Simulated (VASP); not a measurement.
# Ir (I4/mmm) in VASP: a series of runs, part 2 of 2

VASP 6.6.1. Earlier steps stand in the parts before.

## (4) Single point, PBEsol (strain -0.0100 x Voigt [0, 1, 0, 0, 0, 0])

Input file INCAR:

```
PREC = Accurate
ENCUT = 520
EDIFF = 1E-6
ISMEAR = 0
SIGMA = 0.15
LREAL = False
LASPH = True
NELM = 80
ALGO = Normal
ISIF = 2
LWAVE = False
LCHARG = False
GGA = PS
NBANDS = 10
```

Input file KPOINTS:

```
regular mesh
0
Gamma
  22 22 22
```

Input file POSCAR:

```
Ir
1.0
    0.0000000000      1.9005030000      1.9197000000
    1.9197000000      0.0000000000      1.9197000000
    1.9197000000      1.9005030000      0.0000000000
Ir
1
Direct
    0.0000000000      0.0000000000      0.0000000000
```

Potentials or basis: VASP PAW PBE potentials, release 64 (Ir).

On the command line:

```console
> cat potpaw_PBE.64/Ir/POTCAR > POTCAR
> mpirun -np 1 vasp_std > vasp.out
```

OUTCAR:

```text
PREC = Accurate
   ENCUT = 520
   EDIFF = 1E-6
   ISMEAR = 0
   LREAL = False
   LASPH = True
   NELM = 80
   ISIF = 2
   GGA = PS

 ion  position               nearest neighbor table
   1  0.000  0.000  0.000-

  LATTYP: Found a body centered tetragonal cell.
 ALAT       =     2.7148657757
 C/A-ratio  =     1.4000714267

  Lattice vectors:

 A1 = (   0.0000000000,  -1.9005030000,   1.9197000000)
 A2 = (   0.0000000000,  -1.9005030000,  -1.9197000000)
 A3 = (   1.9197000000,   1.9005030000,   0.0000000000)

Analysis of symmetry for initial positions (statically):
=====================================================================
 Subroutine PRICEL returns:
 Original cell was already a primitive cell.

 Routine SETGRP: Setting up the symmetry group for a
 body centered tetragonal supercell.

 Subroutine GETGRP returns: Found 16 space group operations
 (whereof 16 operations were pure point group operations)
 out of a pool of 16 trial point group operations.

The static configuration has the point symmetry D_4h.

Analysis of symmetry for dynamics (positions and initial velocities):
=====================================================================
 Subroutine PRICEL returns:
 Original cell was already a primitive cell.

 Routine SETGRP: Setting up the symmetry group for a
 body centered tetragonal supercell.

 Subroutine GETGRP returns: Found 16 space group operations
 (whereof 16 operations were pure point group operations)
 out of a pool of 16 trial point group operations.

The dynamic configuration has the point symmetry D_4h.

 Subroutine INISYM returns: Found 16 space group operations
 (whereof 16 operations are pure point group operations),
 and found     1 'primitive' translations

----------------------------------------------------------------------------------------

                                     Primitive cell

  volume of cell :      14.0077

  direct lattice vectors                    reciprocal lattice vectors
     0.000000000  1.900503000  1.919700000    -0.260457363  0.263088246  0.260457363
     1.919700000  0.000000000  1.919700000     0.260457363 -0.263088246  0.260457363
     1.919700000  1.900503000  0.000000000     0.260457363  0.263088246 -0.260457363

  length of vectors
     2.701325553  2.714865776  2.701325553     0.452649424  0.452649424  0.452649424

  position of ions in fractional coordinates (direct lattice)
     0.000000000  0.000000000  0.000000000

  ion indices of the primitive-cell ions
   primitive index   ion index
                 1           1

----------------------------------------------------------------------------------------

 KPOINTS: regular mesh

Automatic generation of k-mesh.
 Grid dimensions read from file:
 generate k-points for:   22   22   22

 Generating k-lattice:

  Cartesian coordinates                     Fractional coordinates (reciprocal lattice)
    -0.011838971  0.011958557  0.011838971     0.045454545  0.000000000  0.000000000
     0.011838971 -0.011958557  0.011838971     0.000000000  0.045454545  0.000000000
     0.011838971  0.011958557 -0.011838971     0.000000000  0.000000000  0.045454545

  Length of vectors
     0.020574974  0.020574974  0.020574974

  Shift w.r.t. Gamma in fractional coordinates (k-lattice)
     0.000000000  0.000000000  0.000000000

 Subroutine IBZKPT returns following result:
 ===========================================

 Found    834 irreducible k-points:

 Following reciprocal coordinates:
            Coordinates               Weight
  0.000000  0.000000  0.000000      1.000000
  0.045455  0.000000  0.000000      8.000000
  0.090909  0.000000  0.000000      8.000000
  0.136364  0.000000  0.000000      8.000000
  0.181818  0.000000  0.000000      8.000000
  0.227273  0.000000  0.000000      8.000000
[... 16 lines left out ...]
  0.500000  0.045455  0.000000     16.000000
 -0.454545  0.045455 -0.000000     16.000000
 [... further k-points ...]
   k-points           NKPTS =    834   k-points in BZ     NKDIM =    834   number of bands    NBANDS=     10
   number of dos      NEDOS =    301   number of ions     NIONS =      1
   total plane-waves  NPLWV =   8000
   dimension x,y,z NGX =    20 NGY =   20 NGZ =   20
   dimension x,y,z NGXF=    40 NGYF=   40 NGZF=   40
   ions per type =               1
   NGX,Y,Z   is equivalent  to a cutoff of  12.31, 12.25, 12.31 a.u.
   NGXF,Y,Z  is equivalent  to a cutoff of  24.62, 24.49, 24.62 a.u.
 SYSTEM =  unknown system
   PREC   = accura    normal or accurate (medium, high low for compatibility)
   ISTART =      0    job   : 0-new  1-cont  2-samecut
   ICHARG =      2    charge: 1-file 2-atom 10-const
   ISPIN  =      1    spin polarized calculation?
   LNONCOLLINEAR =      F non collinear calculations
   LSORBIT =      F    spin-orbit coupling
   LASPH  =      T    aspherical Exc in radial PAW
   ENCUT  =  520.0 eV  38.22 Ry    6.18 a.u.   5.02  5.05  5.02*2*pi/ulx,y,z
   NELM   =     80;   NELMIN=  2; NELMDL= -5     # of ELM steps
   EDIFF  = 0.1E-05   stopping-criterion for ELM
   LREAL  =      F    real-space projection
   EDIFFG = 0.1E-04   stopping-criterion for IOM
   NSW    =      0    number of steps for IOM
   IBRION =     -1    ionic relax: 0-MD 1-quasi-New 2-CG
   NFREE  =      0    steps in history (QN), initial steepest desc. (CG)
   ISIF   =      2    stress and relaxation
   ISYM   =      2    0-nonsym 1-usesym 2-fastsym
   POTIM  = 0.5000    time-step for ionic-motion
   TEBEG  =    0.0;   TEEND  =   0.0 temperature during run
   PSTRESS=    0.0 pullay stress
   NELECT =       9.0000    total number of electrons
   NUPDOWN=      -1.0000    fix difference up-down
   EMIN   =  10.00;   EMAX   =-10.00  energy-range for DOS
   EFERMI =   0.00;   METHOD = LEGACY
   ISMEAR =     0;   SIGMA  =   0.15  broadening in eV -4-tet -1-fermi 0-gaus
   EFERMI_NEDOS =   21; number of points for ismear=-14 and -15
   IALGO  =     38    algorithm
   IMIX   =      4    mixing-type and parameters
     AMIX     =   0.40;   BMIX     =  1.00
     AMIX_MAG =   1.60;   BMIX_MAG =  1.00
  volume/ion in A,a.u.               =      14.01        94.53
  Fermi-wavevector in a.u.,A,eV,Ry     =   1.412648  2.669517 27.151431  1.995574
  Thomas-Fermi vector in A             =   2.534375
   LORBIT       =      0    0 simple, 1 ext, 2 COOP (PROOUT), +10 PAW based schemes
   GGA     = PS    functional components
   LHFCALC =     F    Hartree Fock is set to
   AEXX    =    0.0000 exact exchange contribution
   IVDW    =     0    specifies the selected vdW correction
   LEPSILON=     F    determine dielectric tensor
   LRPA    =     F    only Hartree local field effects (RPA)
 non-spin polarized calculation
 Gauss-broadening in eV      SIGMA  =   0.15
  energy-cutoff  :      520.00
  volume of cell :       14.01
 maximum number of plane-waves:       388
   NGX =  9   NGY =  9   NGZ =  9

 number of electron       9.0000001 magnetization

 Free energy of the ion-electron system (eV)
  ---------------------------------------------------
  ext. energy  EPLUGINS =         0.00000000
  ---------------------------------------------------
  free energy    TOTEN  =        -9.82014142 eV

  energy without entropy =       -9.80812544  energy(sigma->0) =       -9.81413343

 E-fermi :  10.3904     XC(G=0): -14.1601

 val. band max:       10.3860557893   @ k =   0.3636   0.0000   0.1818
 cond. band min:      10.3966710546   @ k =   0.1818   0.4091   0.0455
 fundamental gap:      0.0106152653
 Fermi energy:        10.3904458133

 k-point     1 :       0.0000    0.0000    0.0000
  band No.  band energies     occupation
      1      -0.8789      2.00000
      2       6.4124      2.00000
      3       6.4124      2.00000
      4       6.5447      2.00000
      5       9.1247      2.00000
      6       9.3011      2.00000
      7      24.7209      0.00000
      8      30.2425      0.00000
      9      30.2425      0.00000
     10      30.5714      0.00000

 k-point     2 :       0.0455    0.0000    0.0000
  band No.  band energies     occupation
      1      -0.7855      2.00000
      2       6.3823      2.00000
      3       6.4537      2.00000
      4       6.5648      2.00000
      5       9.0987      2.00000
      6       9.2720      2.00000
      7      24.8846      0.00000
      8      29.7988      0.00000
      9      30.3964      0.00000
     10      30.6380      0.00000
[... 274 lines left out ...]
 k-point    24 :      -0.4545    0.0455   -0.0000
  band No.  band energies     occupation
      1       2.2517      2.00000
      2       6.2483      2.00000
      3       6.4794      2.00000
      4       9.0605      2.00000
      5      11.1863      0.00000
      6      11.7937      0.00000
      7      17.9175      0.00000
      8      24.4574      0.00000
      9      29.9679      0.00000
     10      30.5317      0.00000

 [... further k-points ...]
[... 5 lines left out ...]
  --------------------------------------------------------------------------------------
  -------------------------------------------------------------------------------------
  Total        0.0901245      0.4242905      0.0901245     -0.0000000     -0.0000000      0.0000000
  in kB       10.3083211     48.5298154     10.3083211     -0.0000000     -0.0000000      0.0000000
  external PRESSURE =      23.0488192 kB  Pullay stress =       0.0000000 kB

 VOLUME and BASIS-vectors are now :
 -----------------------------------------------------------------------------
  energy-cutoff  :      520.00
  volume of cell :       14.01
      direct lattice vectors                 reciprocal lattice vectors
     0.000000000  1.900503000  1.919700000    -0.260457363  0.263088246  0.260457363
     1.919700000  0.000000000  1.919700000     0.260457363 -0.263088246  0.260457363
     1.919700000  1.900503000  0.000000000     0.260457363  0.263088246 -0.260457363

 POSITION                                       TOTAL-FORCE (eV/Angst)
 -----------------------------------------------------------------------------------
      0.00000      0.00000      0.00000         0.000000      0.000000      0.000000
 -----------------------------------------------------------------------------------
    total drift:                                0.000000      0.000000      0.000000

  FREE ENERGIE OF THE ION-ELECTRON SYSTEM (eV)
  ---------------------------------------------------
  free  energy   TOTEN  =        -9.8201414231 eV

  energy  without entropy=       -9.8081254405  energy(sigma->0) =       -9.81413343
```

stdout:

```text
POSCAR found type information on POSCAR Ir
 POSCAR found :  1 types and       1 ions
 scaLAPACK will be used
 -----------------------------------------------------------------------------
|                                                                             |
|                                                                             |
|     You enforced a specific xc type in the INCAR file but a different       |
|     I HOPE YOU KNOW WHAT YOU ARE DOING!                                     |
|                                                                             |
 -----------------------------------------------------------------------------

 LDA part: xc-table for (Slater+PW92), standard interpolation
 POSCAR, INCAR and KPOINTS ok, starting setup
 FFT: planning ... GRIDC
 FFT: planning ... GRID_SOFT
 FFT: planning ... GRID
 WAVECAR not read
 entering main loop
```

Wall time 61 s (1 thread of Intel Xeon Platinum 8488C (Sapphire Rapids), shared host); peak memory 0.23 GiB.

What came out:

- Free energy: -9.8201 eV
- Pressure: 2.3 GPa

Caveat: the cell differs from its parent crystal (strain -0.0100 x Voigt [0, 1, 0, 0, 0, 0]); the PAW data sets were made with another functional, which shifts forces and pressure a little; spin-orbit coupling is left out, which moves the levels of the heavy elements.

## (5) Single point, PBEsol (strain -0.0050 x Voigt [0, 1, 0, 0, 0, 0])

Input file INCAR:

```
PREC = Accurate ; ENCUT = 520
EDIFF = 1E-7 ; ISMEAR = 0
SIGMA = 0.15 ; LREAL = False
LASPH = True ; NELM = 60
ALGO = Normal ; ISIF = 2
LWAVE = False ; LCHARG = False
GGA = PS ; NBANDS = 10
```

Input file KPOINTS:

```
Automatic mesh
0
Gamma
  22 22 22
```

Input file POSCAR:

```
Ir
1.0
    0.0000000000      1.9101015000      1.9197000000
    1.9197000000      0.0000000000      1.9197000000
    1.9197000000      1.9101015000      0.0000000000
Ir
1
Direct
    0.0000000000      0.0000000000      0.0000000000
```

On the command line:

```console
> cat potpaw_PBE.64/Ir/POTCAR > POTCAR
> mpirun -np 1 vasp_std > vasp.out
```

Wall time 58 s (1 thread of Intel Xeon Platinum 8488C (Sapphire Rapids), shared host); peak memory 0.23 GiB.

The run converged. Its results:

```
Free energy : -9.8216 eV
Pressure    : 0.3 GPa
```

Stress tensor (GPa, compression positive):
```
-0.34  0.00  0.00
 0.00  1.55  0.00
 0.00  0.00 -0.34
```

Levels at points of the mesh, in eV from the Fermi level:
```
           k point  band 1  band 2  band 3  band 4  band 5  band 6  band 7  band 8  band 9
(0.00, 0.00, 0.00)  -11.21   -3.93   -3.93   -3.86   -1.21   -1.12   14.34   19.89   19.89
(0.50, 0.00, 0.00)   -8.17   -4.04   -3.97   -0.80    0.92    0.96    7.30   13.87   19.79
(0.50, 0.50, 0.00)   -7.97   -7.39    0.92    1.49    1.55    1.64   10.51   11.72   11.77
(0.50, 0.00, 0.50)   -7.97   -7.40    0.91    1.52    1.52    1.75   10.65   11.65   11.65
```

Caveat: the cell differs from its parent crystal (strain -0.0050 x Voigt [0, 1, 0, 0, 0, 0]); the PAW data sets were made with another functional, which shifts forces and pressure a little; spin-orbit coupling is left out, which moves the levels of the heavy elements.

## (6) Single point, PBEsol (strain +0.0050 x Voigt [0, 1, 0, 0, 0, 0])

Input file INCAR:

```
SYSTEM = Ir
PREC = Accurate ; ENCUT = 520
EDIFF = 1E-6 ; ISMEAR = 0
SIGMA = 0.15 ; LREAL = .False.
LASPH = .True. ; NELM = 80
ALGO = Fast ; ISIF = 2
LWAVE = .False. ; LCHARG = .True.
GGA = PS ; LELF = .True.
LVHAR = .True. ; NBANDS = 10
```

Input file KPOINTS:

```
Automatic mesh
0
Gamma
  22 22 22
  0 0 0
```

Input file POSCAR:

```
Ir
1.0
    0.0000000000      1.9292985000      1.9197000000
    1.9197000000      0.0000000000      1.9197000000
    1.9197000000      1.9292985000      0.0000000000
Ir
1
Direct
    0.0000000000      0.0000000000      0.0000000000
```

Potentials or basis: VASP PAW PBE potentials, release 64 (Ir).

On the command line:

```console
> cat potpaw_PBE.64/Ir/POTCAR > POTCAR
> mpirun -np 1 vasp_std > vasp.out
```

OUTCAR:

```text
SYSTEM = Ir
   PREC = Accurate
   ENCUT = 520
   EDIFF = 1E-6
   ISMEAR = 0
   LREAL = .False.
   LASPH = .True.
   NELM = 80
   ISIF = 2
   GGA = PS

 ion  position               nearest neighbor table
   1  0.000  0.000  0.000-

  LATTYP: Found a body centered tetragonal cell.
 ALAT       =     2.7148657757
 C/A-ratio  =     1.4212846302

  Lattice vectors:

 A1 = (   0.0000000000,  -1.9292985000,   1.9197000000)
 A2 = (   0.0000000000,  -1.9292985000,  -1.9197000000)
 A3 = (   1.9197000000,   1.9292985000,   0.0000000000)

[... 484 lines left out ...]
      4       8.8380      2.00000
      5      10.9277      0.00000
      6      11.4733      0.00000
      7      17.5074      0.00000
      8      24.2207      0.00000
      9      29.6380      0.00000
     10      30.0567      0.00000

 [... further k-points ...]
[... 5 lines left out ...]
  --------------------------------------------------------------------------------------
  -------------------------------------------------------------------------------------
  Total       -0.2686019     -0.4318364     -0.2686019      0.0000000      0.0000000      0.0000000
  in kB      -30.2637980    -48.6556926    -30.2637980      0.0000000      0.0000000      0.0000000
  external PRESSURE =     -36.3944295 kB  Pullay stress =       0.0000000 kB

 VOLUME and BASIS-vectors are now :
 -----------------------------------------------------------------------------
  energy-cutoff  :      520.00
  volume of cell :       14.22
      direct lattice vectors                 reciprocal lattice vectors
     0.000000000  1.929298500  1.919700000    -0.260457363  0.259161555  0.260457363
     1.919700000  0.000000000  1.919700000     0.260457363 -0.259161555  0.260457363
     1.919700000  1.929298500  0.000000000     0.260457363  0.259161555 -0.260457363

 POSITION                                       TOTAL-FORCE (eV/Angst)
 -----------------------------------------------------------------------------------
      0.00000      0.00000      0.00000         0.000000      0.000000      0.000000
 -----------------------------------------------------------------------------------
    total drift:                                0.000000     -0.000000     -0.000000

  FREE ENERGIE OF THE ION-ELECTRON SYSTEM (eV)
  ---------------------------------------------------
  free  energy   TOTEN  =        -9.8202077340 eV

  energy  without entropy=       -9.8078728328  energy(sigma->0) =       -9.81404028
```

OSZICAR:

```text
N       E                     dE             d eps       ncg     rms          rms(c)
DAV:   1     0.465096741928E+02    0.46510E+02   -0.43510E+03 16888   0.818E+02
DAV:   2    -0.956291113627E+01   -0.56073E+02   -0.53113E+02 17078   0.195E+02
DAV:   3    -0.104508439744E+02   -0.88793E+00   -0.88422E+00 19416   0.299E+01
DAV:   4    -0.104589328004E+02   -0.80888E-02   -0.80871E-02 18914   0.264E+00
DAV:   5    -0.104590912510E+02   -0.15845E-03   -0.15845E-03 18954   0.356E-01    0.156E+01
RMM:   6    -0.991820781360E+01    0.54088E+00   -0.45388E-01 17274   0.828E+00    0.592E+00
RMM:   7    -0.982514244285E+01    0.93065E-01   -0.19115E-01 17713   0.388E+00    0.154E+00
RMM:   8    -0.982497067400E+01    0.17177E-03   -0.20848E-02 20418   0.180E+00    0.134E+00
RMM:   9    -0.982270387418E+01    0.22668E-02   -0.46797E-03 20895   0.589E-01    0.638E-01
RMM:  10    -0.982015997641E+01    0.25439E-02   -0.38948E-03 17711   0.932E-01    0.268E-01
RMM:  11    -0.982025310264E+01   -0.93126E-04   -0.26618E-04 19559   0.139E-01    0.219E-01
RMM:  12    -0.982027470661E+01   -0.21604E-04   -0.73891E-05 21657   0.623E-02    0.238E-01
RMM:  13    -0.982023605096E+01    0.38656E-04   -0.25351E-05 18280   0.552E-02    0.155E-01
RMM:  14    -0.982020742228E+01    0.28629E-04   -0.74901E-05 23097   0.907E-02    0.240E-02
RMM:  15    -0.982020747650E+01   -0.54219E-07   -0.14354E-05 21176   0.354E-02    0.198E-02
RMM:  16    -0.982020773397E+01   -0.25747E-06   -0.21218E-06 13302   0.154E-02
   1 F= -.98202077E+01 E0= -.98140403E+01  d E =-.123349E-01
```

stdout:

```text
POSCAR found type information on POSCAR Ir
 POSCAR found :  1 types and       1 ions
 scaLAPACK will be used
 -----------------------------------------------------------------------------
|                                                                             |
|                                                                             |
|     You enforced a specific xc type in the INCAR file but a different       |
|     I HOPE YOU KNOW WHAT YOU ARE DOING!                                     |
|                                                                             |
 -----------------------------------------------------------------------------

 LDA part: xc-table for (Slater+PW92), standard interpolation
 POSCAR, INCAR and KPOINTS ok, starting setup
 FFT: planning ... GRIDC
 FFT: planning ... GRID_SOFT
 FFT: planning ... GRID
 WAVECAR not read
 entering main loop
```

Run time: 86 s. Hardware: 1 thread of Intel Xeon Platinum 8488C (Sapphire Rapids), shared host; peak memory 0.23 GiB.

What came out:

| Property | Result |
| --- | --- |
| Free energy | -9.8202 eV |
| Pressure | -3.6 GPa |

Levels at points of the mesh, in eV from the Fermi level:
```csv
k point,band 1,band 2,band 3,band 4,band 5,band 6,band 7,band 8,band 9
"(0.00, 0.00, 0.00)",-11.11,-3.89,-3.82,-3.82,-1.20,-1.11,14.36,19.79,19.95
"(0.50, 0.00, 0.00)",-8.06,-3.98,-3.91,-0.78,0.90,0.94,7.20,13.88,19.70
"(0.50, 0.50, 0.00)",-7.85,-7.28,0.90,1.46,1.53,1.71,10.46,11.61,11.66
"(0.50, 0.00, 0.50)",-7.86,-7.28,0.91,1.49,1.49,1.61,10.33,11.73,11.73
```

Caveat: the cell differs from its parent crystal (strain +0.0050 x Voigt [0, 1, 0, 0, 0, 0]); the PAW data sets were made with another functional, which shifts forces and pressure a little; spin-orbit coupling is left out, which moves the levels of the heavy elements.

## (7) Overview

| cell | gap on the mesh (eV) | pressure (GPa) |
| --- | --- | --- |
| a = 2.688, b = 2.715 Å, angles 59.7, 60.7, 59.7°, 1 atom | none | 6.3 |
| a = 2.695, b = 2.715 Å, angles 59.8, 60.5, 59.8°, 1 atom | none | 4.4 |
| a = 2.701, b = 2.715 Å, angles 59.8, 60.3, 59.8°, 1 atom | none | 2.3 |
| a = 2.708, b = 2.715 Å, angles 59.9, 60.2, 59.9°, 1 atom | none | 0.3 |
| a = 2.722, b = 2.715 Å, angles 60.1, 59.8, 60.1°, 1 atom | none | -3.6 |

Alike in all rows: task single point; level PBEsol; potentials or basis VASP PAW PBE potentials, release 64 (Ir); no spin polarisation; k mesh 22 × 22 × 22; cutoff (eV) 520; smearing gaussian 0.15 eV.

Caveats: the PAW data sets were made with another functional, which shifts forces and pressure a little; spin-orbit coupling is left out, which moves the levels of the heavy elements.

Total energies depend on the potentials used, so only differences within one code and one set of settings carry meaning.
